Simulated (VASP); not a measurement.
Here is a VASP 6.6.1 calculation.

The input INCAR:

```
SYSTEM = Be4S
PREC     = Accurate       ! precision mode
ENCUT    = 600            ! plane-wave cutoff, eV
EDIFF    = 1E-6           ! SCF threshold, eV
ISMEAR   = 0              ! smearing method
SIGMA    = 0.1            ! smearing width, eV
LREAL    = .FALSE.        ! projectors in reciprocal space
LASPH    = .TRUE.         ! aspherical terms in the spheres
NELM     = 100            ! most SCF steps
ALGO     = Normal         ! electronic algorithm
ISIF     = 3              ! what is computed and relaxed
LWAVE    = .FALSE.        ! write WAVECAR
LCHARG   = .FALSE.        ! write CHGCAR
GGA      = PE             ! functional
IBRION   = 2              ! ionic algorithm
NSW      = 90             ! ionic steps
EDIFFG   = -0.04          ! ionic threshold
```

File KPOINTS:

```
Automatic mesh
0
G
  6 6 6
  0 0 0
```

Contents of POSCAR:

```
Be4S
1.0
    2.2023594900      1.2715328400      3.5408214400
   -2.2023594900      1.2715328400      3.5408214400
    0.0000000000     -2.5430656900      3.5408214400
Be S
4 1
Direct
    0.5000000000      0.5000000000      0.0000000000
    0.0000000000      0.5000000000      0.5000000000
    0.5000000000      0.0000000000      0.5000000000
    0.5000000000      0.5000000000      0.5000000000
    0.0000000000      0.0000000000      0.0000000000
```

Potentials or basis: VASP PAW PBE potentials, release 64 (Be, S).

The run is started by

```sh
$ cat potpaw_PBE.64/Be/POTCAR potpaw_PBE.64/S/POTCAR > POTCAR
$ mpirun -np 1 vasp_std > vasp.out
```

Task: Estimate the band gap on the k mesh.

Result: Zero (band 7 reaches 5.71 eV, above the bottom of band 8 at 3.92 eV).

Task: What does it give for the relaxed cell?

Result: a = 4.642 Å, b = 4.642 Å, c = 4.642 Å, α = 56.28°, β = 56.28°, γ = 56.28°.

Step by step:
| step | energy change (eV) | largest force (eV/Å) | pressure (GPa) | volume (Å³) |
| --- | --- | --- | --- | --- |
| 1 | 0.0000 | 0.0000 | 3.25 | 59.49 |
| 2 | -0.0697 | 0.0000 | 1.21 | 61.58 |
| 3 | -0.1228 | 0.0000 | -2.81 | 66.67 |
| 4 | -0.1259 | 0.0000 | -2.15 | 65.73 |
| 5 | -0.1525 | 0.0000 | -0.25 | 65.12 |
| 6 | -0.1538 | 0.0000 | -0.60 | 65.23 |
| 7 | -0.1552 | 0.0000 | -0.10 | 64.65 |
